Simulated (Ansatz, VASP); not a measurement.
# Two plane-wave programs on Rb

```
CELL_PARAMETERS angstrom
0.03185 3.63988 3.63988
3.63988 0.03185 3.63988
3.67173 3.67173 0.00000
ATOMIC_POSITIONS crystal
Rb 0.00000 0.00000 0.00000
```

Change from the starting cell: strain +0.0175 x Voigt [0, 0, 0, 0, 0, 1], atoms carried along.

Alike in both runs: task single point; functional LDA; k mesh 12 × 12 × 12; occupations gaussian, width 0.15 eV; no spin polarisation.

```csv
,VASP,Ansatz
version,VASP 6.6.1,Ansatz 0.2.0
potentials or method,"VASP PAW LDA potentials, release 64 (Rb_sv), cutoff 520 eV","scalar-relativistic, plane waves, PAW"
valence electrons in the cell,9,9
```

```csv
,VASP,Ansatz,Ansatz less VASP
gap on the k mesh at the Fermi level (eV),none,none,-
pressure (GPa),-0.5,-0.5,0.00
```

LDA's correlation is that of Perdew and Zunger in VASP and of Perdew and Wang (1992) in Ansatz. A gap of «none» marks a metal or a gap that the smearing closes.
